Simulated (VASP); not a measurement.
Runs of VASP 6.6.1 on Ta. The structure is that of space group Im-3m (No. 229), or close to it. The cells are those of the table. 

```csv
task,cell,k mesh,cutoff (eV),gap on the mesh (eV),pressure (GPa),relaxed volume (Å³/atom)
single point,"a = 2.834 Å, angles 109.5°, 1 atom",8 × 8 × 8,500,none,0.1,-
single point,"a = 2.841 Å, angles 109.5°, 1 atom",18 × 18 × 18,520,none,0.1,-
relaxation of cell and atoms,"relaxed from a = 2.902 Å, angles 109.5°, 1 atom",8 × 8 × 8,500,none,-0.2,17.54
relaxation of cell and atoms,"relaxed from a = 2.834 Å, angles 109.5°, 1 atom",18 × 18 × 18,600,none,0.0,17.67
single point,"a = 2.902 Å, angles 109.5°, 1 atom",8 × 8 × 8,500,none,(a),-
```

Alike in all rows: level PBEsol; potentials or basis VASP PAW PBE potentials, release 64 (Ta_pv); no spin polarisation; smearing gaussian 0.1 eV.

Problem. Estimate the missing entries.

Solution. (a) -13.5.

Caveats: the PAW data sets were made with another functional, which shifts forces and pressure a little; spin-orbit coupling is left out, which moves the levels of the heavy elements.

A k mesh can miss the band edges, and the runs leave out spin-orbit coupling on Ta.

A gap of «none» marks levels without a gap at the run's occupations.
